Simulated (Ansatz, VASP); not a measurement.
# Sn in VASP and in Ansatz

```
CELL_PARAMETERS angstrom
-1.74926 1.79891 2.36911
1.74926 -1.79891 2.36911
1.74926 1.79891 -2.36911
ATOMIC_POSITIONS crystal
Sn 0.00000 0.00000 0.00000
```

Change from the starting cell: volume scaled by 1.04.

Alike in both runs: task single point; functional LDA; k mesh 11 × 11 × 11; occupations fermi-dirac, width 0.05 eV; no spin polarisation.

|  | VASP | Ansatz |
| --- | --- | --- |
| version | VASP 6.6.1 | Ansatz 0.2.0 |
| potentials or method | VASP PAW LDA potentials, release 64 (Sn_d), cutoff 520 eV | all-electron LAPW, scalar-relativistic |

Ansatz gave:

```
gap on the k mesh at the Fermi level (eV)                     : none
pressure (GPa)                                                : -6.1
traceless stress, the component that is largest in VASP (GPa) : -0.94
```

What did VASP give for the same quantities?

gap on the k mesh at the Fermi level (eV): none; pressure (GPa): -6.1; traceless stress, the component that is largest in VASP (GPa): -0.93.

LDA's correlation is that of Perdew and Zunger in VASP and of Perdew and Wang (1992) in Ansatz. A gap of «none» marks a metal or a gap that the smearing closes. Ansatz ran all-electron here, and VASP with PAW potentials.
